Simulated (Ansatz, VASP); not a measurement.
# One calculation of GdN, two programs

```
Gd N
1.0
     0.00000    2.49500    2.49500
     2.49500    0.00000    2.49500
     2.49500    2.49500    0.00000
Gd N
1 1
Direct
  0.00000 0.00000 0.00000
  0.50000 0.50000 0.50000
```

Alike in both runs: task single point; functional PBE; k mesh 4 × 4 × 4; occupations fermi-dirac, width 0.1 eV; collinear spin.

|  | VASP | Ansatz |
| --- | --- | --- |
| version | VASP 6.6.1 | Ansatz 0.2 development build |
| potentials or method | VASP PAW PBE potentials, release 64 (Gd, N), cutoff 600 eV | all-electron full-potential LAPW, scalar-relativistic |

VASP gave:

```
net moment per atom (μB)                                      : 3.49
size of the moment on the site where the two differ most (μB) : 6.80
```

Task: Estimate Ansatz's values.

Result: net moment per atom (μB): 3.49; size of the moment on the site where the two differ most (μB): 6.98.

Site moments also hang on the region over which each program counts them. Ansatz ran all-electron here, and VASP with PAW potentials.

The k mesh is coarse, so the values compare programs but aren't converged. Neither program's run includes spin-orbit coupling.
